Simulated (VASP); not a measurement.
Write the native input for VASP 6.6.1 that does the following.

```
Task                   : single point
Functional             : PBE
Potentials or basis    : VASP PAW PBE potentials, release 64 (Pt)
Cutoff                 : 520 eV
k mesh                 : 22 × 22 × 22
Occupations            : gaussian, width 0.15 eV
Spin                   : no spin polarisation
Dipole correction      : no
Further INCAR settings : ALGO = Fast; EDIFF = 1e-06; NBANDS = 11
```

The structure of Pt lies in POSCAR:

```
Pt
1.0
   -1.6475888000      1.6475888000      1.6475888000
    1.6475888000     -1.6475888000      1.6475888000
    1.6475888000      1.6475888000     -1.6475888000
Pt
1
Direct
    0.0000000000      0.0000000000      0.0000000000
```

This isn't the form of Pt at room conditions, which is fcc.

This cell differs from its parent crystal: strain +0.040 along x and y, +0.040 along z.

One way to write it, as run:

INCAR

```
PREC     = Accurate       # precision mode
ENCUT    = 520            # plane-wave cutoff, eV
EDIFF    = 1E-6           # SCF threshold, eV
ISMEAR   = 0              # smearing method
SIGMA    = 0.15           # smearing width, eV
LREAL    = False          # projectors in reciprocal space
LASPH    = True           # aspherical terms in the spheres
NELM     = 80             # most SCF steps
ALGO     = Fast           # electronic algorithm
ISIF     = 2              # what is computed and relaxed
LWAVE    = False          # write WAVECAR
LCHARG   = False          # write CHGCAR
GGA      = PE             # functional
NBANDS   = 11             # bands
```

KPOINTS

```
regular mesh
0
Gamma
  22 22 22
```

Potentials or basis: VASP PAW PBE potentials, release 64 (Pt).

The run is started by

```sh
$ cat potpaw_PBE.64/Pt/POTCAR > POTCAR
$ mpirun -np 1 vasp_std > vasp.out
```

Results of the run:

```json
{
  "Pressure": "-21.0 GPa",
  "Band gap on the k mesh": "zero (bands 5 and 6 overlap by 1.73 eV)"
}
```

Caveat: the cell differs from its parent crystal (strain +0.040 along x and y, +0.040 along z); the cell stands under tension; spin-orbit coupling is left out, which moves the levels of the heavy elements.

Wall time 76 s on 1 thread of Intel Xeon 8259CL, with other jobs on the host, peak memory 0.19 GiB.
